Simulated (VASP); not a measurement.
A run of VASP 6.6.1:

The input INCAR:

```
ALGO = Normal
EDIFF = 1E-6
ENCUT = 520
GGA = PE
ISIF = 2
ISMEAR = -1
LASPH = True
LCHARG = False
LREAL = False
LWAVE = False
NBANDS = 11
NELM = 60
PREC = Accurate
SIGMA = 0.05
```

The input KPOINTS:

```
k-points
0
Gamma
  10 10 8
```

POSCAR

```
MgB2
1.0
    2.9565162078      0.0000000000      0.0000000000
   -1.4782581039      2.5604181426      0.0000000000
    0.0000000000      0.0000000000      3.2554902766
Mg B
1 2
Direct
    0.0000000000      0.0000000000      0.0000000000
    0.6666666667      0.3333333333      0.5000000000
    0.3333333333      0.6666666667      0.5000000000
```

Potentials or basis: VASP PAW PBE potentials, release 64 (Mg, B).

The run is started by

```console
$ cat potpaw_PBE.64/Mg/POTCAR potpaw_PBE.64/B/POTCAR > POTCAR
$ mpirun -np 1 vasp_std > vasp.out
```

Hardware: 1 thread of Intel(R) Xeon(R) Platinum 8559C (Emerald Rapids), with other jobs on the host.

Estimate the wall time of this run.

It took 9 s on 1 thread of Intel(R) Xeon(R) Platinum 8559C (Emerald Rapids), on a shared host, peak memory 0.14 GiB. Counts: scf iterations 12, k points 70.
